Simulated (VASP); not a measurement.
Pd: single point with r2SCAN0

Pd:

```
CELL_PARAMETERS angstrom
0.00000 1.94650 1.94650
1.94650 0.00000 1.94650
1.94650 1.94650 0.00000
ATOMIC_POSITIONS crystal
Pd 0.00000 0.00000 0.00000
```

```yaml
Program: VASP 6.6.1
Task: single point
Functional: r2SCAN0
Potentials_or_basis: VASP PAW PBE potentials, release 64 (Pd_sv_GW)
Cutoff: 510 eV
k_mesh: 6 × 6 × 6
Occupations: fermi-dirac, width 0.05 eV
Spin: no spin polarisation
Dipole_correction: no
Grid_for_exact_exchange_PRECFOCK: Normal
Further_INCAR_settings: ALGO = Normal; EDIFF = 1e-06; NBANDS = 15
Share_of_exact_exchange: 0.25
```

```yaml
Pressure: -5.8 GPa
Band_gap_on_the_k_mesh: zero (bands 9 and 10 overlap by 3.04 eV)
```

Levels at points of the mesh, in eV from the Fermi level:
```
           k point  band 5  band 6  band 7  band 8  band 9  band 10  band 11  band 12  band 13  band 14
(0.00, 0.00, 0.00)   -7.76   -3.76   -3.76   -3.76   -2.20    -2.20    19.49    24.56    24.56    24.56
(0.50, 0.00, 0.00)   -6.30   -3.92   -3.92   -0.45   -0.45     2.37     9.51    18.89    23.89    23.89
(0.50, 0.50, 0.00)   -6.61   -6.25   -0.78    0.82    0.82     5.02    13.23    15.71    15.71    24.69
```

Run time: 8.8 min on 1 thread of Intel(R) Xeon(R) 6975P-C (Granite Rapids), with other jobs on the host, peak memory 0.15 GiB.

Caveat: the k points lie up to 0.47 Å⁻¹ apart, too coarse for converged energies and pressures of a metal; the PAW data sets were made with another functional, which shifts forces and pressure a little.
